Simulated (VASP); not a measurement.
**As2P3: relaxation of cell and atoms with PBE**

Crystal: As2P3.

```
P As
1.0
     4.07571    0.00000    0.00000
    -2.03786    3.52967    0.00000
     0.00000    0.00000    6.34115
P As
3 2
Cartesian
  0.0000 0.0000 0.0000
  0.0000 2.3531 4.0900
  2.0379 1.1766 2.2511
  0.0000 2.3531 1.5536
  2.0379 1.1766 4.7876
```

| Item | Value |
| --- | --- |
| Program | VASP 6.6.1 |
| Task | relaxation of cell and atoms |
| Functional | PBE |
| Potentials or basis | VASP PAW PBE potentials, release 64 (P, As) |
| Cutoff | 600 eV |
| k mesh | 6 × 6 × 4 |
| Occupations | gaussian, width 0.1 eV |
| Spin | no spin polarisation |
| Dipole correction | no |
| Further INCAR settings | ALGO = Normal; EDIFF = 1e-06; IBRION = 2; EDIFFG = -0.04; NSW = 90; ISIF = 3 |

```json
{
  "Relaxed volume": "17.42 Å³/atom",
  "Relaxed cell": "a = 3.543 Å, b = 3.543 Å, c = 8.011 Å, α = 90.00°, β = 90.00°, γ = 120.00°",
  "Space group after relaxing (to 0.05 Å)": "P-3m1 (No. 164)",
  "Energy gained by relaxing": "339.2 meV/atom",
  "Ionic steps": "36",
  "Pressure after relaxing": "-0.1 GPa"
}
```

Forces in eV/Å, atoms in the order of the input:
```
P    0.000  0.000  0.000
P    0.000  0.000 -0.002
P    0.000  0.000  0.002
As   0.000  0.000  0.000
As   0.000  0.000  0.000
```

Stress tensor (GPa, compression positive):
```
-0.05  0.00  0.00
 0.00 -0.05  0.00
 0.00  0.00 -0.30
```

The path:
```tsv
step	energy change (eV)	largest force (eV/Å)	pressure (GPa)	volume (Å³)
1	0.0000	0.8537	5.38	91.22
2	-0.1423	0.2330	-1.79	99.55
3	-0.1476	0.3282	-0.76	98.10
4	-0.1686	0.2731	-0.49	97.37
5	-0.1887	0.1618	0.29	95.71
6	-0.1888	0.1555	0.34	95.61
7	-0.1928	0.0401	-0.32	96.13
8	-0.1929	0.0306	-0.42	96.21
9	-0.1960	0.0730	-0.06	95.49
10	-0.1968	0.1025	0.25	94.90
11	-0.2005	0.1576	0.09	94.95
12	-0.2184	0.3232	-0.25	95.09
13	-0.3480	0.4737	-1.03	95.19
14	-0.9195	0.0182	-3.17	94.73
15	-1.2973	1.3860	2.23	91.44
16	-1.3515	1.1643	-0.24	92.26
17	-1.3561	1.0206	-1.65	92.85
18	-1.3583	1.0703	-1.18	92.64
19	-1.3587	1.0723	-1.16	92.64
20	-1.3597	1.0795	-1.09	92.65
21	-1.3609	1.0950	-0.94	92.66
22	-1.3600	1.1275	-0.59	92.67
23	-1.3609	1.1059	-0.83	92.66
24	-1.3622	1.1033	-0.84	92.65
25	-1.3661	1.0960	-0.85	92.62
26	-1.3738	1.0808	-0.85	92.56
27	-1.3889	1.0489	-0.86	92.43
28	-1.4179	0.9804	-0.89	92.17
29	-1.4707	0.8405	-0.91	91.66
30	-1.5575	0.6095	-0.84	90.64
31	-1.6516	0.3914	-0.43	88.61
32	-1.6544	0.4404	-0.28	88.12
33	-1.6677	0.3788	-0.10	87.67
34	-1.6835	0.2059	0.37	86.44
35	-1.6928	0.1062	0.11	86.76
36	-1.6962	0.0021	-0.13	87.11
```

Final structure:
```
P As
1.0
     3.54344    0.00000    0.00000
    -1.77172    3.06871    0.00000
     0.00000    0.00000    8.01069
P As
3 2
Direct
  0.00000 0.00000 0.00000
  0.33333 0.66667 0.59575
  0.66667 0.33333 0.40425
  0.33333 0.66667 0.19422
  0.66667 0.33333 0.80578
```

Levels at points of the mesh, in eV from the Fermi level:
| k point | band 9 | band 10 | band 11 | band 12 | band 13 | band 14 | band 15 | band 16 |
| --- | --- | --- | --- | --- | --- | --- | --- | --- |
| (0.00, 0.00, 0.00) | -1.37 | -1.05 | -0.56 | 0.71 | 0.71 | 0.83 | 0.83 | 2.35 |
| (0.50, 0.00, 0.00) | -3.50 | -2.65 | -2.32 | -2.20 | -1.74 | 0.30 | 1.39 | 2.18 |
| (0.00, 0.00, 0.50) | -0.99 | -0.99 | -0.34 | -0.34 | 0.63 | 0.97 | 1.60 | 1.60 |
| (0.50, 0.00, 0.50) | -3.67 | -3.59 | -1.58 | -1.31 | 0.44 | 0.52 | 0.62 | 1.94 |

It took 6.4 min on 1 thread of Intel(R) Xeon(R) 6975P-C (Granite Rapids), on a shared host, peak memory 0.27 GiB.
